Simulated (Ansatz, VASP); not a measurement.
TiSi2: VASP beside Ansatz

```
Ti Si
1.0
     0.00000    4.11752    4.26290
     2.38951    0.00000    4.26290
     2.38951    4.11752    0.00000
Ti Si
2 4
Direct
  0.50000 0.50000 0.50000
  0.75000 0.75000 0.75000
  0.83743 0.16257 0.83743
  0.16257 0.83743 0.16257
  0.08743 0.41257 0.08743
  0.41257 0.08743 0.41257
```

Alike in both runs: task single point; functional PBE; k mesh 6 × 6 × 6; occupations gaussian, width 0.1 eV; no spin polarisation.

```csv
,VASP,Ansatz
version,VASP 6.6.1,Ansatz 0.2.0
potentials or method,"VASP PAW PBE potentials, release 64 (Ti_sv, Si), cutoff 520 eV","scalar-relativistic, plane waves, PAW"
valence electrons in the cell,40,40
```

|  | VASP | Ansatz | Ansatz less VASP |
| --- | --- | --- | --- |
| gap on the k mesh at the Fermi level (eV) | none | none | - |
| pressure (GPa) | 2.0 | 2.1 | +0.04 |
| traceless stress, the component that is largest in VASP (GPa) | -0.53 | -0.55 | -0.019 |
| rms of the force components (eV/Å) | 0.034 | 0.034 | +0.0004 |

Atom by atom the forces differ by 0.000 eV/Å (rms over components). A gap of «none» marks a metal or a gap that the smearing closes.
